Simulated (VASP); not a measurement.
# RbBr (P4mm) in VASP: further runs

Runs on RbBr. Level: PBE. Tasks: single point.

Program: VASP 6.6.1. These are calculated values, not measurements. Logs are shortened: lines on timing, memory, paths and dates and some standing lists are left out, and cuts for length are marked.

**1. The cell of the first run**

The structure is tetragonal, space group P4mm (No. 99). The conventional cell has a = 4.193 Å, b = 4.193 Å, c = 4.193 Å, α = 90.00°, β = 90.00°, γ = 90.00°. Rb (site symmetry 4mm) has 8 Br at 3.52 to 3.75 Å and 6 Rb at 4.19 Å within 4.6 Å. Within 4.6 Å of Br (site symmetry 4mm) lie 8 Rb at 3.52 to 3.75 Å and 6 Br at 4.19 Å.

**2. Single point, PBE (atoms displaced along a vibrational mode)**

INCAR

```
PREC     = Accurate       # precision mode
ENCUT    = 520            # plane-wave cutoff, eV
EDIFF    = 1E-6           # SCF threshold, eV
ISMEAR   = 0              # smearing method
SIGMA    = 0.05           # smearing width, eV
LREAL    = F              # projectors in reciprocal space
LASPH    = T              # aspherical terms in the spheres
NELM     = 100            # most SCF steps
ALGO     = Normal         # electronic algorithm
ISIF     = 2              # what is computed and relaxed
LWAVE    = F              # write WAVECAR
LCHARG   = F              # write CHGCAR
GGA      = PE             # functional
NBANDS   = 15             # bands
```

KPOINTS

```
Automatic mesh
0
Gamma
  6 6 6
```

POSCAR

```
RbBr
1.0
    4.1929021031      0.0000000000      0.0000000000
    0.0000000000      4.1929021031      0.0000000000
    0.0000000000      0.0000000000      4.1929021031
Rb Br
1 1
Direct
   -0.0231445439      0.0000000000      0.0000000000
    0.5247561230      0.5000000000      0.5000000000
```

Potentials or basis: VASP PAW PBE potentials, release 64 (Rb_sv, Br).

Command:

```console
> cat potpaw_PBE.64/Rb_sv/POTCAR potpaw_PBE.64/Br/POTCAR > POTCAR
> mpirun -np 1 vasp_std > vasp.out
```

OUTCAR:

```text
PREC = Accurate
   ENCUT = 520
   EDIFF = 1E-6
   ISMEAR = 0
   LREAL = F
   LASPH = T
   NELM = 100
   ISIF = 2
   GGA = PE

 ion  position               nearest neighbor table
   1  0.977  0.000  0.000-   2 3.52   2 3.52   2 3.52   2 3.52   2 3.75   2 3.75   2 3.75   2 3.75

   2  0.525  0.500  0.500-   1 3.52   1 3.52   1 3.52   1 3.52   1 3.75   1 3.75   1 3.75   1 3.75

  LATTYP: Found a simple cubic cell.
 ALAT       =     4.1929021031

  Lattice vectors:

 A1 = (   4.1929021031,   0.0000000000,   0.0000000000)
 A2 = (   0.0000000000,   4.1929021031,   0.0000000000)
 A3 = (   0.0000000000,   0.0000000000,   4.1929021031)

Analysis of symmetry for initial positions (statically):
=====================================================================
 Subroutine PRICEL returns:
 Original cell was already a primitive cell.

 Routine SETGRP: Setting up the symmetry group for a
 simple cubic supercell.

 Subroutine GETGRP returns: Found  8 space group operations
 (whereof  8 operations were pure point group operations)
 out of a pool of 48 trial point group operations.

The static configuration has the point symmetry C_4v.

Analysis of symmetry for dynamics (positions and initial velocities):
=====================================================================
 Subroutine PRICEL returns:
 Original cell was already a primitive cell.

 Routine SETGRP: Setting up the symmetry group for a
 simple cubic supercell.

 Subroutine GETGRP returns: Found  8 space group operations
 (whereof  8 operations were pure point group operations)
 out of a pool of 48 trial point group operations.

The dynamic configuration has the point symmetry C_4v.

 Subroutine INISYM returns: Found  8 space group operations
 (whereof  8 operations are pure point group operations),
 and found     1 'primitive' translations

----------------------------------------------------------------------------------------

                                     Primitive cell

  volume of cell :      73.7130

  direct lattice vectors                    reciprocal lattice vectors
     4.192902103  0.000000000  0.000000000     0.238498294  0.000000000  0.000000000
     0.000000000  4.192902103  0.000000000     0.000000000  0.238498294  0.000000000
     0.000000000  0.000000000  4.192902103     0.000000000  0.000000000  0.238498294

  length of vectors
     4.192902103  4.192902103  4.192902103     0.238498294  0.238498294  0.238498294

  position of ions in fractional coordinates (direct lattice)
     0.976855456  0.000000000  0.000000000
     0.524756123  0.500000000  0.500000000

  ion indices of the primitive-cell ions
   primitive index   ion index
                 1           1
                 2           2

----------------------------------------------------------------------------------------

 KPOINTS: Automatic mesh

Automatic generation of k-mesh.
 Grid dimensions read from file:
 generate k-points for:    6    6    6

 Generating k-lattice:

  Cartesian coordinates                     Fractional coordinates (reciprocal lattice)
     0.039749716  0.000000000  0.000000000     0.166666667  0.000000000  0.000000000
     0.000000000  0.039749716  0.000000000     0.000000000  0.166666667  0.000000000
     0.000000000  0.000000000  0.039749716     0.000000000  0.000000000  0.166666667

  Length of vectors
     0.039749716  0.039749716  0.039749716

  Shift w.r.t. Gamma in fractional coordinates (k-lattice)
     0.000000000  0.000000000  0.000000000

 Subroutine IBZKPT returns following result:
 ===========================================

 Found     40 irreducible k-points:

 Following reciprocal coordinates:
            Coordinates               Weight
  0.000000  0.000000  0.000000      1.000000
  0.166667  0.000000  0.000000      2.000000
  0.000000  0.166667  0.000000      4.000000
  0.333333  0.000000  0.000000      2.000000
  0.000000  0.333333  0.000000      4.000000
  0.500000  0.000000  0.000000      1.000000
[... 16 lines left out ...]
  0.166667  0.166667  0.166667      8.000000
  0.333333  0.166667  0.166667      8.000000
 [... further k-points ...]
   k-points           NKPTS =     40   k-points in BZ     NKDIM =     40   number of bands    NBANDS=     15
   number of dos      NEDOS =    301   number of ions     NIONS =      2
   total plane-waves  NPLWV =  32768
   dimension x,y,z NGX =    32 NGY =   32 NGZ =   32
   dimension x,y,z NGXF=    64 NGYF=   64 NGZF=   64
   ions per type =               1   1
   NGX,Y,Z   is equivalent  to a cutoff of  12.69, 12.69, 12.69 a.u.
   NGXF,Y,Z  is equivalent  to a cutoff of  25.38, 25.38, 25.38 a.u.
 SYSTEM =  unknown system
   PREC   = accura    normal or accurate (medium, high low for compatibility)
   ISTART =      0    job   : 0-new  1-cont  2-samecut
   ICHARG =      2    charge: 1-file 2-atom 10-const
   ISPIN  =      1    spin polarized calculation?
   LNONCOLLINEAR =      F non collinear calculations
   LSORBIT =      F    spin-orbit coupling
   LASPH  =      T    aspherical Exc in radial PAW
   ENCUT  =  520.0 eV  38.22 Ry    6.18 a.u.   7.80  7.80  7.80*2*pi/ulx,y,z
   NELM   =    100;   NELMIN=  2; NELMDL= -5     # of ELM steps
   EDIFF  = 0.1E-05   stopping-criterion for ELM
   LREAL  =      F    real-space projection
[... 7 lines left out ...]
   TEBEG  =    0.0;   TEEND  =   0.0 temperature during run
   PSTRESS=    0.0 pullay stress
   NELECT =      16.0000    total number of electrons
   NUPDOWN=      -1.0000    fix difference up-down
   EMIN   =  10.00;   EMAX   =-10.00  energy-range for DOS
   EFERMI =   0.00;   METHOD = LEGACY
   ISMEAR =     0;   SIGMA  =   0.05  broadening in eV -4-tet -1-fermi 0-gaus
   EFERMI_NEDOS =   21; number of points for ismear=-14 and -15
   IALGO  =     38    algorithm
   IMIX   =      4    mixing-type and parameters
     AMIX     =   0.40;   BMIX     =  1.00
     AMIX_MAG =   1.60;   BMIX_MAG =  1.00
  volume/ion in A,a.u.               =      36.86       248.72
  Fermi-wavevector in a.u.,A,eV,Ry     =   0.983860  1.859226 13.170182  0.967981
  Thomas-Fermi vector in A             =   2.115050
   LORBIT       =      0    0 simple, 1 ext, 2 COOP (PROOUT), +10 PAW based schemes
   GGA     = PE    functional components
   LHFCALC =     F    Hartree Fock is set to
   AEXX    =    0.0000 exact exchange contribution
   IVDW    =     0    specifies the selected vdW correction
   LEPSILON=     F    determine dielectric tensor
   LRPA    =     F    only Hartree local field effects (RPA)
 non-spin polarized calculation
 Gauss-broadening in eV      SIGMA  =   0.05
  energy-cutoff  :      520.00
  volume of cell :       73.71
 maximum number of plane-waves:      2008
 NGX is ok and might be reduce to    32
   NGX = 15   NGY = 15   NGZ = 15

 number of electron      16.0000000 magnetization

 Free energy of the ion-electron system (eV)
  ---------------------------------------------------
  ext. energy  EPLUGINS =         0.00000000
  ---------------------------------------------------
  free energy    TOTEN  =        -5.99294316 eV

  energy without entropy =       -5.99294316  energy(sigma->0) =       -5.99294316

 E-fermi :  -0.6252     XC(G=0):  -7.7189

 val. band max:       -0.8967443642   @ k =   0.0000   0.5000   0.5000
 cond. band min:       3.0385780891   @ k =   0.0000   0.0000   0.0000
 fundamental gap:      3.9353224533
 Fermi energy:        -0.6251682587

 k-point     1 :       0.0000    0.0000    0.0000
  band No.  band energies     occupation
      1     -26.0540      2.00000
      2     -13.4383      2.00000
      3     -10.0464      2.00000
      4     -10.0464      2.00000
      5     -10.0449      2.00000
      6      -1.0573      2.00000
      7      -1.0477      2.00000
      8      -1.0477      2.00000
      9       3.0386      0.00000
     10       4.7299      0.00000
     11       4.8186      0.00000
     12       8.8816      0.00000
     13       8.9452      0.00000
     14       8.9452      0.00000
     15      11.2455      0.00000

 k-point     2 :       0.1667    0.0000    0.0000
  band No.  band energies     occupation
      1     -26.0499      2.00000
      2     -13.4348      2.00000
      3     -10.0801      2.00000
      4     -10.0367      2.00000
      5     -10.0367      2.00000
      6      -1.5070      2.00000
      7      -1.0598      2.00000
      8      -1.0598      2.00000
      9       3.6578      0.00000
     10       4.9275      0.00000
     11       5.3621      0.00000
     12       8.7966      0.00000
     13       8.7966      0.00000
     14       9.0228      0.00000
     15      10.4010      0.00000

 k-point     3 :       0.0000    0.1667    0.0000
  band No.  band energies     occupation
      1     -26.0498      2.00000
      2     -13.4359      2.00000
      3     -10.0813      2.00000
      4     -10.0364      2.00000
      5     -10.0340      2.00000
      6      -1.5032      2.00000
      7      -1.0630      2.00000
      8      -1.0618      2.00000
      9       3.6606      0.00000
     10       4.9794      0.00000
     11       5.2881      0.00000
     12       8.7463      0.00000
     13       8.8050      0.00000
     14       9.0983      0.00000
     15      10.1841      0.00000
[... 343 lines left out ...]
 k-point    23 :       0.1667    0.1667    0.1667
  band No.  band energies     occupation
      1     -26.0418      2.00000
      2     -13.4078      2.00000
      3     -10.1039      2.00000
      4     -10.1027      2.00000
      5     -10.0309      2.00000
      6      -1.5786      2.00000
      7      -1.3325      2.00000
      8      -1.3315      2.00000
      9       4.5722      0.00000
     10       5.7526      0.00000
     11       5.7870      0.00000
     12       8.0097      0.00000
     13       8.0839      0.00000
     14       8.6783      0.00000
     15      10.9573      0.00000

 k-point    24 :       0.3333    0.1667    0.1667
  band No.  band energies     occupation
      1     -26.0338      2.00000
      2     -13.3744      2.00000
      3     -10.1914      2.00000
      4     -10.0796      2.00000
      5     -10.0599      2.00000
      6      -2.0069      2.00000
      7      -1.3696      2.00000
      8      -1.3060      2.00000
      9       5.3926      0.00000
     10       6.0130      0.00000
     11       6.5575      0.00000
     12       7.5961      0.00000
     13       7.7939      0.00000
     14       8.2477      0.00000
     15      10.5227      0.00000

 [... further k-points ...]

------------------------ aborting loop because EDIFF is reached ----------------------------------------

  FORCE on cell =-STRESS in cart. coord.  units (eV):
  Direction    XX          YY          ZZ          XY          YZ          ZX
  --------------------------------------------------------------------------------------
  -------------------------------------------------------------------------------------
  Total        0.0907073      0.1140423      0.1140423     -0.0000000      0.0000000      0.0000000
  in kB        1.9715550      2.4787480      2.4787480     -0.0000000      0.0000000      0.0000000
  external PRESSURE =       2.3096836 kB  Pullay stress =       0.0000000 kB

 VOLUME and BASIS-vectors are now :
 -----------------------------------------------------------------------------
  energy-cutoff  :      520.00
  volume of cell :       73.71
      direct lattice vectors                 reciprocal lattice vectors
     4.192902103  0.000000000  0.000000000     0.238498294  0.000000000  0.000000000
     0.000000000  4.192902103  0.000000000     0.000000000  0.238498294  0.000000000
     0.000000000  0.000000000  4.192902103     0.000000000  0.000000000  0.238498294

 POSITION                                       TOTAL-FORCE (eV/Angst)
 -----------------------------------------------------------------------------------
      4.09586      0.00000      0.00000         0.123082     -0.000000     -0.000000
      2.20025      2.09645      2.09645        -0.123082      0.000000      0.000000
 -----------------------------------------------------------------------------------
    total drift:                                0.000044     -0.000000     -0.000000

  FREE ENERGIE OF THE ION-ELECTRON SYSTEM (eV)
  ---------------------------------------------------
  free  energy   TOTEN  =        -5.9929431603 eV

  energy  without entropy=       -5.9929431603  energy(sigma->0) =       -5.99294316
```

Wall time 29 s (1 thread of Intel Xeon Platinum 8488C (Sapphire Rapids), shared host); peak memory 0.19 GiB.

Results:

```
Free energy            : -5.9929 eV
Pressure               : 0.2 GPa
Largest force          : 0.123 eV/Å
Band gap on the k mesh : 3.94 eV (least direct gap 4.09 eV)
```

Forces on the atoms (eV/Å):
```
Rb   0.123  0.000  0.000
Br  -0.123  0.000  0.000
```

Caveat: the cell differs from its parent crystal (atoms displaced along a vibrational mode).

**3. Single point, PBE (atoms displaced along a vibrational mode)**

INCAR

```
PREC     = Accurate       # precision mode
ENCUT    = 520            # plane-wave cutoff, eV
EDIFF    = 1E-6           # SCF threshold, eV
ISMEAR   = 0              # smearing method
SIGMA    = 0.05           # smearing width, eV
LREAL    = False          # projectors in reciprocal space
LASPH    = True           # aspherical terms in the spheres
NELM     = 60             # most SCF steps
ALGO     = Normal         # electronic algorithm
ISIF     = 2              # what is computed and relaxed
LWAVE    = False          # write WAVECAR
LCHARG   = False          # write CHGCAR
GGA      = PE             # functional
NBANDS   = 15             # bands
```

KPOINTS is that of step 2.

POSCAR

```
RbBr
1.0
    4.1929021031      0.0000000000      0.0000000000
    0.0000000000      4.1929021031      0.0000000000
    0.0000000000      0.0000000000      4.1929021031
Rb Br
1 1
Direct
   -0.0462890878      0.0000000000      0.0000000000
    0.5495122459      0.5000000000      0.5000000000
```

Potentials or basis: VASP PAW PBE potentials, release 64 (Rb_sv, Br).

Command:

```console
> cat potpaw_PBE.64/Rb_sv/POTCAR potpaw_PBE.64/Br/POTCAR > POTCAR
> mpirun -np 1 vasp_std > vasp.out
```

OUTCAR:

```text
PREC = Accurate
   ENCUT = 520
   EDIFF = 1E-6
   ISMEAR = 0
   LREAL = False
   LASPH = True
   NELM = 60
   ISIF = 2
   GGA = PE

 ion  position               nearest neighbor table
   1  0.954  0.000  0.000-   2 3.42   2 3.42   2 3.42   2 3.42   2 3.88   2 3.88   2 3.88   2 3.88

   2  0.550  0.500  0.500-   1 3.42   1 3.42   1 3.42   1 3.42   1 3.88   1 3.88   1 3.88   1 3.88

  LATTYP: Found a simple cubic cell.
 ALAT       =     4.1929021031

  Lattice vectors:

[... 620 lines left out ...]
------------------------ aborting loop because EDIFF is reached ----------------------------------------

  FORCE on cell =-STRESS in cart. coord.  units (eV):
  Direction    XX          YY          ZZ          XY          YZ          ZX
  --------------------------------------------------------------------------------------
  -------------------------------------------------------------------------------------
  Total        0.2555820      0.3702387      0.3702387      0.0000000      0.0000000      0.0000000
  in kB        5.5551616      8.0472637      8.0472637      0.0000000      0.0000000      0.0000000
  external PRESSURE =       7.2165630 kB  Pullay stress =       0.0000000 kB

 VOLUME and BASIS-vectors are now :
 -----------------------------------------------------------------------------
  energy-cutoff  :      520.00
  volume of cell :       73.71
      direct lattice vectors                 reciprocal lattice vectors
     4.192902103  0.000000000  0.000000000     0.238498294  0.000000000  0.000000000
     0.000000000  4.192902103  0.000000000     0.000000000  0.238498294  0.000000000
     0.000000000  0.000000000  4.192902103     0.000000000  0.000000000  0.238498294

 POSITION                                       TOTAL-FORCE (eV/Angst)
 -----------------------------------------------------------------------------------
      3.99882      0.00000      0.00000         0.256060      0.000000      0.000000
      2.30405      2.09645      2.09645        -0.256060     -0.000000     -0.000000
 -----------------------------------------------------------------------------------
    total drift:                               -0.000057     -0.000000      0.000001

  FREE ENERGIE OF THE ION-ELECTRON SYSTEM (eV)
  ---------------------------------------------------
  free  energy   TOTEN  =        -5.9551004848 eV

  energy  without entropy=       -5.9551004848  energy(sigma->0) =       -5.95510048
```

OSZICAR:

```text
N       E                     dE             d eps       ncg     rms          rms(c)
DAV:   1     0.765942011024E+02    0.76594E+02   -0.66771E+03  1200   0.918E+02
DAV:   2    -0.923648681868E+00   -0.77518E+02   -0.73031E+02  1734   0.165E+02
DAV:   3    -0.605960524038E+01   -0.51360E+01   -0.51203E+01  1694   0.422E+01
DAV:   4    -0.620729383840E+01   -0.14769E+00   -0.14768E+00  1717   0.613E+00
DAV:   5    -0.620868403841E+01   -0.13902E-02   -0.13902E-02  1721   0.529E-01    0.266E+00
DAV:   6    -0.598640827867E+01    0.22228E+00   -0.20547E-01  1536   0.239E+00    0.178E+00
DAV:   7    -0.595107360405E+01    0.35335E-01   -0.11671E-01  1585   0.188E+00    0.905E-01
DAV:   8    -0.595497117351E+01   -0.38976E-02   -0.14243E-02  1419   0.727E-01    0.131E-01
DAV:   9    -0.595491554291E+01    0.55631E-04   -0.73604E-04  1683   0.150E-01    0.663E-02
DAV:  10    -0.595509461230E+01   -0.17907E-03   -0.27208E-04  1270   0.110E-01    0.115E-02
DAV:  11    -0.595509842526E+01   -0.38130E-05   -0.11220E-05  1701   0.228E-02    0.679E-03
DAV:  12    -0.595510027920E+01   -0.18539E-05   -0.25427E-06  1311   0.118E-02    0.186E-03
DAV:  13    -0.595510048485E+01   -0.20564E-06   -0.30164E-07  1321   0.361E-03
   1 F= -.59551005E+01 E0= -.59551005E+01  d E =-.488138E-14
```

Run time: 32 s. Hardware: 1 thread of Intel Xeon Platinum 8488C (Sapphire Rapids), shared host; peak memory 0.19 GiB.

Results:

| Quantity | Value |
| --- | --- |
| Free energy | -5.9551 eV |
| Pressure | 0.7 GPa |
| Largest force | 0.256 eV/Å |
| Band gap on the k mesh | 3.96 eV (least direct gap 4.11 eV) |

Forces on the atoms (eV/Å):
```
Rb   0.256  0.000  0.000
Br  -0.256  0.000  0.000
```

Stress tensor (GPa, compression positive):
```
0.56 0.00 0.00
0.00 0.80 0.00
0.00 0.00 0.80
```

Levels at points of the mesh, in eV from the valence-band top:
| k point | band 5 | band 6 | band 7 | band 8 | band 9 | band 10 | band 11 | band 12 |
| --- | --- | --- | --- | --- | --- | --- | --- | --- |
| (0.00, 0.00, 0.00) | -9.09 | -0.19 | -0.15 | -0.15 | 3.96 | 5.62 | 5.97 | 9.73 |
| (0.50, 0.00, 0.00) | -9.06 | -1.56 | -0.19 | -0.19 | 6.73 | 6.95 | 7.52 | 8.99 |
| (0.00, 0.50, 0.00) | -9.05 | -1.57 | -0.25 | -0.13 | 6.72 | 6.80 | 7.38 | 8.21 |
| (0.50, 0.50, 0.00) | -9.02 | -1.00 | -0.97 | -0.05 | 5.37 | 6.22 | 7.99 | 8.10 |
| (0.00, 0.50, 0.50) | -9.04 | -0.97 | -0.97 | 0.00 | 5.38 | 6.42 | 8.02 | 8.02 |
| (0.50, 0.50, 0.50) | -9.30 | -1.18 | -1.17 | -1.17 | 7.65 | 7.65 | 8.19 | 9.34 |

Caveat: the cell differs from its parent crystal (atoms displaced along a vibrational mode). A k mesh can miss the band edges.
